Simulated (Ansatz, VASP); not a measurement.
**One calculation of LuGaN2, two programs**

INCAR

```
PREC = Accurate ; ENCUT = 520
EDIFF = 1E-7 ; ISMEAR = -1
SIGMA = 0.02 ; LREAL = False
LASPH = True ; NELM = 60
ALGO = Normal ; ISIF = 2
LWAVE = False ; LCHARG = False
GGA = PE ; NBANDS = 32
```

Contents of KPOINTS:

```
Automatic mesh
0
Gamma
  10 10 10
```

Contents of POSCAR:

```
LuGaN2
1.0
    1.6484750610      0.9517475202      5.1911421760
   -1.6484750610      0.9517475202      5.1911421760
    0.0000000000     -1.9034950404      5.1911421760
Ga Lu N
1 1 2
Direct
    1.0000000000      0.0000000000      0.0000000000
    0.5000000000      0.5000000000      0.5000000000
    0.2556081521      0.2556081521      0.2556081521
    0.7443918479      0.7443918479      0.7443918479
```

Input for Ansatz:

```yaml
crystal:
  lattice:
    - [1.648475061, 0.9517475202, 5.191142176]
    - [-1.648475061, 0.9517475202, 5.191142176]
    - [0.0, -1.9034950404, 5.191142176]
  atoms:
    - { symbol: Ga, position: [1.0, 0.0, 0.0] }
    - { symbol: Lu, position: [0.5, 0.5, 0.5] }
    - { symbol: "N", position: [0.2556081521, 0.2556081521, 0.2556081521] }
    - { symbol: "N", position: [0.7443918479, 0.7443918479, 0.7443918479] }
kpoints:
  mp_grid: { grid: [10, 10, 10] }
  band_path:
    path:
      - [0.0, 0.0, 0.0]
      - [0.5, 0.5, 0.5]
      - [0.8109241308, 0.1890758692, 0.5]
      - [0.5, -0.1890758692, 0.1890758692]
      - [0.5, 0.0, 0.0]
      - [0.3445379346, -0.3445379346, 0.0]
      - [0.6554620654, 0.0, 0.3445379346]
      - [0.5, 0.0, 0.5]
    npoints: 1
hamiltonian:
  xc: pbe
scf:
  occupations: { method: fermi_dirac, width: 0.02 }
  n_extra_bands: 5
output:
  forces: true
  stress: true
  eigenvalues: true
```

Change from the starting cell: hydrostatic strain +2.5%.

Alike in both runs: task single point; functional PBE; k mesh 10 × 10 × 10; occupations fermi-dirac, width 0.02 eV; no spin polarisation.

|  | VASP | Ansatz |
| --- | --- | --- |
| version | VASP 6.6.1 | Ansatz 0.2.0 |
| potentials or method | VASP PAW PBE potentials, release 64 (Ga_d, Lu, N) | plane waves, PAW |
| plane-wave cutoff (eV) | 520 | 420 |
| valence electrons in the cell | 48 | 48 |

|  | VASP | Ansatz | Ansatz less VASP |
| --- | --- | --- | --- |
| gap on the k mesh at the Fermi level (eV) | 1.21 | 1.21 | -0.004 |
| pressure (GPa) | -6.8 | -7.5 | -0.73 |
| traceless stress, the component that is largest in VASP (GPa) | -0.47 | -0.42 | +0.048 |
| rms of the force components (eV/Å) | 0.011 | 0.025 | +0.0140 |

Atom by atom the forces differ by 0.014 eV/Å (rms over components). The functional is the same, so the differences come from potentials, cutoffs and numerics.

Neither program's run includes spin-orbit coupling.
